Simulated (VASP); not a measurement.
# Al12HC in VASP: relaxation of the atoms with LDA

Aim: the relaxation of the atoms of Al12HC with LDA.

Program: VASP 6.6.1. These are calculated values, not measurements. Logs are shortened: lines on timing, memory, paths and dates and some standing lists are left out, and cuts for length are marked.

### 1 The cell of the first run

The cell holds a slab with vacuum, 14 atoms: a = 5.634 Å, b = 5.634 Å, c = 20.704 Å, α = 90.00°, β = 90.00°, γ = 90.00°.

### 2 Relaxation of the atoms, LDA, collinear spin

Input file INCAR:

```
PREC = Accurate ; ENCUT = 520
EDIFF = 1E-7 ; ISMEAR = 0
SIGMA = 0.1 ; LREAL = F
LASPH = T ; NELM = 200
ALGO = Normal ; ISIF = 2
LWAVE = F ; LCHARG = F
ISPIN = 2 ; MAGMOM = 0 0 0 0 0 0 0 0 0 0 0 0 1 0
LORBIT = 11 ; LDIPOL = T
IDIPOL = 3 ; DIPOL = 0.5 0.5 0.309
GGA = CA ; IBRION = 2
NSW = 36 ; EDIFFG = -0.025
GGA_COMPAT = F ; NELMIN = 4
NELMDL = -8 ; KPAR = 4
```

Input file KPOINTS:

```
regular mesh
0
Gamma
  5 5 1
```

Input file POSCAR:

```
Al12HC
1.0
    5.6343731020      0.0000000000      0.0000000000
    0.0000000000      5.6343731020      0.0000000000
    0.0000000000      0.0000000000     20.7039189548
Al C H
12 1 1
Selective dynamics
Direct
    0.2500000000      0.2500000000      0.1932001380  F F F
    0.2500000000      0.7500000000      0.1932001380  F F F
    0.7500000000      0.2500000000      0.1932001380  F F F
    0.7500000000      0.7500000000      0.1932001380  F F F
    0.0000000000      0.0000000000      0.2922907177  F F F
    0.0000000000      0.5000000000      0.2922907177  F F F
    0.5000000000      0.0000000000      0.2922907177  F F F
    0.5000000000      0.5000000000      0.2922907177  F F F
    0.2500000000      0.2500000000      0.3914195652  F F F
    0.2500000000      0.7500000000      0.3914195652  F F F
    0.7500000000      0.2500000000      0.3914195652  F F F
    0.7500000000      0.7500000000      0.3914195652  F F F
    0.5000000000      0.5000000000      0.3855084685  F F T
    0.5000000000      0.5000000000      0.4386385064  F F T
```

Potentials or basis: VASP PAW LDA potentials, release 64 (Al, C, H).

Command:

```bash
> cat potpaw_LDA.64/Al/POTCAR potpaw_LDA.64/C/POTCAR potpaw_LDA.64/H/POTCAR > POTCAR
> mpirun -np 4 vasp_std > vasp.out
```

OUTCAR:

```text
PREC = Accurate
   ENCUT = 520
   EDIFF = 1E-7
   ISMEAR = 0
   LREAL = F
   LASPH = T
   NELM = 200
   ISIF = 2
   ISPIN = 2
   LORBIT = 11
   GGA = CA
   IBRION = 2
   NSW = 36
   EDIFFG = -0.025
   NELMIN = 4
   NELMDL = -8

 ion  position               nearest neighbor table
   1  0.250  0.250  0.193-   2 2.82   3 2.82   2 2.82   3 2.82   7 2.86   8 2.86   5 2.86   6 2.86

   2  0.250  0.750  0.193-   1 2.82   4 2.82   1 2.82   4 2.82   7 2.86   8 2.86   5 2.86   6 2.86

   3  0.750  0.250  0.193-   1 2.82   4 2.82   4 2.82   1 2.82   7 2.86   8 2.86   5 2.86   6 2.86

   4  0.750  0.750  0.193-   2 2.82   3 2.82   3 2.82   2 2.82   7 2.86   8 2.86   5 2.86   6 2.86

   5  0.000  0.000  0.292-   6 2.82   7 2.82   6 2.82   7 2.82   1 2.86   2 2.86   3 2.86   4 2.86
                            11 2.86  12 2.86   9 2.86  10 2.86
   6  0.000  0.500  0.292-   5 2.82   8 2.82   5 2.82   8 2.82   1 2.86   2 2.86   3 2.86   4 2.86
                            11 2.86  12 2.86   9 2.86  10 2.86
   7  0.500  0.000  0.292-   5 2.82   8 2.82   8 2.82   5 2.82   1 2.86   2 2.86   3 2.86   4 2.86
                            11 2.86  12 2.86   9 2.86  10 2.86
   8  0.500  0.500  0.292-  13 1.93   7 2.82   6 2.82   7 2.82   6 2.82   2 2.86   3 2.86   4 2.86
                             1 2.86  12 2.86   9 2.86  10 2.86  11 2.86
   9  0.250  0.250  0.391-  13 2.00  11 2.82  10 2.82  10 2.82  11 2.82   6 2.86   7 2.86   8 2.86
                             5 2.86
  10  0.250  0.750  0.391-  13 2.00  12 2.82   9 2.82   9 2.82  12 2.82   6 2.86   7 2.86   8 2.86
                             5 2.86
  11  0.750  0.250  0.391-  13 2.00  12 2.82   9 2.82  12 2.82   9 2.82   6 2.86   7 2.86   8 2.86
                             5 2.86
  12  0.750  0.750  0.391-  13 2.00  11 2.82  10 2.82  11 2.82  10 2.82   6 2.86   7 2.86   8 2.86
                             5 2.86
  13  0.500  0.500  0.386-  14 1.10   8 1.93  10 2.00  11 2.00  12 2.00   9 2.00
  14  0.500  0.500  0.439-  13 1.10

  LATTYP: Found a simple tetragonal cell.
 ALAT       =     5.6343731020
 C/A-ratio  =     3.6745736535

  Lattice vectors:

 A1 = (   5.6343731020,   0.0000000000,   0.0000000000)
 A2 = (   0.0000000000,   5.6343731020,   0.0000000000)
 A3 = (   0.0000000000,   0.0000000000,  20.7039189548)

Analysis of symmetry for initial positions (statically):
=====================================================================
 Subroutine PRICEL returns:
 Original cell was already a primitive cell.

 Routine SETGRP: Setting up the symmetry group for a
 simple tetragonal supercell.

 Subroutine GETGRP returns: Found  8 space group operations
 (whereof  8 operations were pure point group operations)
 out of a pool of 16 trial point group operations.

The static configuration has the point symmetry C_4v.

Analysis of symmetry for dynamics (positions and initial velocities):
=====================================================================
 Subroutine PRICEL returns:
 Original cell was already a primitive cell.

 Routine SETGRP: Setting up the symmetry group for a
 simple tetragonal supercell.

 Subroutine GETGRP returns: Found  8 space group operations
 (whereof  8 operations were pure point group operations)
 out of a pool of 16 trial point group operations.

The dynamic configuration has the point symmetry C_4v.

Analysis of constrained symmetry for selective dynamics:
=====================================================================
 Subroutine PRICEL returns:
 Original cell was already a primitive cell.

 Routine SETGRP: Setting up the symmetry group for a
 simple tetragonal supercell.

 Subroutine GETGRP returns: Found  8 space group operations
 (whereof  8 operations were pure point group operations)
 out of a pool of 16 trial point group operations.

The constrained configuration has the point symmetry C_4v.

Analysis of structural, dynamic, and magnetic symmetry:
=====================================================================
 Subroutine PRICEL returns:
 Original cell was already a primitive cell.

 Routine SETGRP: Setting up the symmetry group for a
 simple tetragonal supercell.

 Subroutine GETGRP returns: Found  8 space group operations
 (whereof  8 operations were pure point group operations)
 out of a pool of 16 trial point group operations.

[... 127 lines left out ...]
  Fermi-wavevector in a.u.,A,eV,Ry     =   0.649264  1.226932  5.735456  0.421544
  Thomas-Fermi vector in A             =   1.718164
   LORBIT       =     11    0 simple, 1 ext, 2 COOP (PROOUT), +10 PAW based schemes
   GGA     = CA    functional components
   LHFCALC =     F    Hartree Fock is set to
   AEXX    =    0.0000 exact exchange contribution
   IVDW    =     0    specifies the selected vdW correction
   LEPSILON=     F    determine dielectric tensor
   LRPA    =     F    only Hartree local field effects (RPA)
 conjugate gradient relaxation of ions
 spin polarized calculation
 Gauss-broadening in eV      SIGMA  =   0.10
  energy-cutoff  :      520.00
  volume of cell :      657.27
 maximum number of plane-waves:     17737
 NGX is ok and might be reduce to    42
   NGX = 21   NGY = 21   NGZ = 77

 dipolmoment           0.000000      0.000000      0.094221 electrons x Angstroem

--------------------------------------- Ionic step        1  -------------------------------------------

 number of electron      41.0000000 magnetization       0.0000461

 Free energy of the ion-electron system (eV)
  ---------------------------------------------------
  ext. energy  EPLUGINS =         0.00000000
  ---------------------------------------------------
  free energy    TOTEN  =       -57.52326360 eV

  energy without entropy =      -57.49514748  energy(sigma->0) =      -57.50920554

------------------------ aborting loop because EDIFF is reached ----------------------------------------

  FORCE on cell =-STRESS in cart. coord.  units (eV):
  Direction    XX          YY          ZZ          XY          YZ          ZX
  --------------------------------------------------------------------------------------
  -------------------------------------------------------------------------------------
  Total       -1.4855476     -1.4855476      2.4605818      0.0000000      0.0000000      0.0000000
  in kB       -3.6212072     -3.6212072      5.9979746      0.0000000      0.0000000      0.0000000
  external PRESSURE =      -0.4148133 kB  Pullay stress =       0.0000000 kB
[... 127 lines left out ...]
  FREE ENERGIE OF THE ION-ELECTRON SYSTEM (eV)
  ---------------------------------------------------
  free  energy   TOTEN  =       -57.6479060329 eV

  energy  without entropy=      -57.6173661592  energy(sigma->0) =      -57.63263610

[... ionic steps 4 to 11 ...]

--------------------------------------- Ionic step       12  -------------------------------------------

 number of electron      41.0000000 magnetization       0.0000001

------------------------ aborting loop because EDIFF is reached ----------------------------------------
[... 91 lines left out ...]
--------------------------------------- Ionic step       14  -------------------------------------------

 number of electron      40.9999999 magnetization       0.0000000

 dipolmoment           0.000000      0.000000     -0.092412 electrons x Angstroem

 Free energy of the ion-electron system (eV)
  ---------------------------------------------------
  ext. energy  EPLUGINS =         0.00000000
  ---------------------------------------------------
  free energy    TOTEN  =       -59.11706701 eV

  energy without entropy =      -59.08601965  energy(sigma->0) =      -59.10154333

 E-fermi :  -0.4874     XC(G=0):  -4.1961

 val. band max:       -0.5325308828   @ k =   0.4000   0.4000   0.0000
 cond. band min:      -0.4174507804   @ k =   0.2000   0.0000   0.0000
 fundamental gap:      0.1150801024
 Fermi energy:        -0.4873614900

 spin component 1

 k-point     1 :       0.0000    0.0000    0.0000
  band No.  band energies     occupation
      1     -12.8133      1.00000
      2     -10.6405      1.00000
      3      -8.4474      1.00000
      4      -6.7462      1.00000
      5      -6.6980      1.00000
      6      -6.6980      1.00000
[... 181 lines left out ...]
     28       1.8001      0.00000
     29       2.0597      0.00000
 Fermi energy:        -0.4873614900

 spin component 2

 k-point     1 :       0.0000    0.0000    0.0000
  band No.  band energies     occupation
      1     -12.8133      1.00000
      2     -10.6405      1.00000
      3      -8.4474      1.00000
      4      -6.7462      1.00000
      5      -6.6980      1.00000
      6      -6.6980      1.00000
[... 181 lines left out ...]
     28       1.8001      0.00000
     29       2.0597      0.00000

------------------------ aborting loop because EDIFF is reached ----------------------------------------

 vacuum level on the upper side and lower side of the slab       (xc-potential included)        -0.262         0.251

  FORCE on cell =-STRESS in cart. coord.  units (eV):
  Direction    XX          YY          ZZ          XY          YZ          ZX
  --------------------------------------------------------------------------------------
  -------------------------------------------------------------------------------------
  Total      -11.5209863    -11.5209863      1.5632485      0.0000000      0.0000000      0.0000000
  in kB      -28.0838394    -28.0838394      3.8106129      0.0000000      0.0000000      0.0000000
  external PRESSURE =     -17.4523553 kB  Pullay stress =       0.0000000 kB
[... 29 lines left out ...]
  FREE ENERGIE OF THE ION-ELECTRON SYSTEM (eV)
  ---------------------------------------------------
  free  energy   TOTEN  =       -59.1170670077 eV

  energy  without entropy=      -59.0860196506  energy(sigma->0) =      -59.10154333

 reached required accuracy - stopping structural energy minimisation

 vacuum level on the upper side and lower side of the slab         3.567         4.093

 total charge

# of ion       s       p       d       tot
------------------------------------------
    1        0.478   0.306   0.000   0.784
    2        0.478   0.306   0.000   0.784
    3        0.478   0.306   0.000   0.784
    4        0.478   0.306   0.000   0.784
    5        0.462   0.340   0.000   0.802
    6        0.433   0.356   0.000   0.789
    7        0.433   0.356   0.000   0.789
    8        0.443   0.356   0.000   0.799
    9        0.437   0.338   0.000   0.775
   10        0.437   0.338   0.000   0.775
   11        0.437   0.338   0.000   0.775
   12        0.437   0.338   0.000   0.775
   13        0.853   1.554   0.000   2.407
   14        0.598   0.046   0.000   0.644
--------------------------------------------------
tot          6.885   5.584   0.000  12.469

 magnetization (x)

# of ion       s       p       d       tot
------------------------------------------
    1       -0.000   0.000   0.000  -0.000
    2       -0.000   0.000   0.000  -0.000
    3       -0.000   0.000   0.000  -0.000
    4       -0.000   0.000   0.000  -0.000
    5       -0.000  -0.000   0.000  -0.000
    6       -0.000  -0.000   0.000  -0.000
    7       -0.000  -0.000   0.000  -0.000
    8        0.000  -0.000   0.000   0.000
    9       -0.000  -0.000   0.000  -0.000
   10       -0.000  -0.000   0.000  -0.000
   11       -0.000  -0.000   0.000  -0.000
   12       -0.000  -0.000   0.000  -0.000
   13        0.000  -0.000   0.000  -0.000
   14       -0.000  -0.000   0.000  -0.000
--------------------------------------------------
tot         -0.000  -0.000   0.000  -0.000
```

Run time: 14 min. Hardware: 4 MPI ranks of Intel Xeon 6975P-C (Granite Rapids), shared host; peak memory 0.74 GiB.

What came out:

| Property | Result |
| --- | --- |
| Free energy | -59.1171 eV |
| Energy gained by relaxing | 113.8 meV/atom |
| Ionic steps | 14 |
| Net moment | 0.00 μB per cell |
| Valence electrons inside the program's atomic spheres | Al 0.78, 0.80, 0.79 (each value once); C 2.41; H 0.64 |

Step by step:
| step | energy change (eV) | largest force on free atoms (eV/Å) | pressure (GPa) |
| --- | --- | --- | --- |
| 1 | 0.0000 | 2.5374 | -0.04 |
| 2 | -0.1084 | 4.3596 | 0.04 |
| 3 | -0.1246 | 3.1848 | 0.00 |
| 4 | -0.2407 | 2.7575 | -0.10 |
| 5 | -0.5393 | 1.6052 | -0.37 |
| 6 | -1.0353 | 2.3104 | -1.00 |
| 7 | -1.3641 | 2.7332 | -2.01 |
| 8 | -1.4057 | 2.9076 | -1.75 |
| 9 | -1.5188 | 1.8997 | -1.86 |
| 10 | -1.5543 | 1.2015 | -1.94 |
| 11 | -1.5763 | 0.8078 | -1.88 |
| 12 | -1.5935 | 0.1024 | -1.75 |
| 13 | -1.5937 | 0.0565 | -1.75 |
| 14 | -1.5938 | 0.0041 | -1.75 |

Final structure:
```
Al C H
1.0
     5.63437    0.00000    0.00000
     0.00000    5.63437    0.00000
     0.00000    0.00000   20.70392
Al C H
12 1 1
Cartesian
  1.4086 1.4086 4.0000
  1.4086 4.2258 4.0000
  4.2258 1.4086 4.0000
  4.2258 4.2258 4.0000
  0.0000 0.0000 6.0516
  0.0000 2.8172 6.0516
  2.8172 0.0000 6.0516
  2.8172 2.8172 6.0516
  1.4086 1.4086 8.1039
  1.4086 4.2258 8.1039
  4.2258 1.4086 8.1039
  4.2258 4.2258 8.1039
  2.8172 2.8172 8.8896
  2.8172 2.8172 10.0022
```
